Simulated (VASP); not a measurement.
TiO2, 6 atoms in the cell. It takes space group I4_1/amd (No. 141, tetragonal). Conventional cell: a = 3.707 Å, b = 3.707 Å, c = 9.320 Å, α = 90.00°, β = 90.00°, γ = 90.00°. Ti (site symmetry -4m2) has 6 O at 1.89 to 1.94 Å within 2.5 Å. Within 2.5 Å of O (site symmetry 2mm) lie 3 Ti at 1.89 to 1.94 Å and 2 O at 2.42 Å. 

| Item | Value |
| --- | --- |
| Program | VASP 6.6.1 |
| Task | single point |
| Functional | BLYP |
| Potentials or basis | VASP PAW PBE potentials, release 64 (Ti_sv, O) |
| Cutoff | 520 eV |
| k mesh | 10 × 10 × 10 |
| Occupations | fermi-dirac, width 0.05 eV |
| Spin | no spin polarisation |
| Dipole correction | no |
| Further INCAR settings | ALGO = Normal; EDIFF = 1e-07; NBANDS = 33 |

Potentials or basis: VASP PAW PBE potentials, release 64 (Ti_sv, O).

Launch:

```bash
$ cat potpaw_PBE.64/Ti_sv/POTCAR potpaw_PBE.64/O/POTCAR > POTCAR
$ mpirun -np 1 vasp_std > vasp.out
```

Hardware: 1 thread of Intel(R) Xeon(R) 6975P-C (Granite Rapids), on a shared host.

Q: Estimate the wall time of this run.

A: Wall time 4.1 min on 1 thread of Intel(R) Xeon(R) 6975P-C (Granite Rapids), on a shared host, peak memory 0.35 GiB. Counts: scf iterations 17, k points 102.
